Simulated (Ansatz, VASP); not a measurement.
# Cs in VASP and in Ansatz

```
Cs
1.0
     0.00000    6.11617    6.11617
     6.11617    0.00000    6.11617
     6.11617    6.11617    0.00000
Cs
2
Direct
  0.12500 0.12500 0.12500
  0.87500 0.87500 0.87500
```

Alike in both runs: task single point; functional BLYP; k mesh 5 × 5 × 5; occupations fermi-dirac, width 0.1 eV; no spin polarisation.

```csv
,VASP,Ansatz
version,VASP 6.6.1,Ansatz 0.2.0
potentials or method,"VASP PAW PBE potentials, release 64 (Cs_sv), cutoff 520 eV","plane waves (420 eV) with PAW, scalar-relativistic"
valence electrons in the cell,18,18
```

```csv
,VASP,Ansatz,Ansatz less VASP
pressure (GPa),0.0,0.0,0.00
```

VASP's potentials were made for PBE, not for BLYP.

Neither program's run includes spin-orbit coupling.
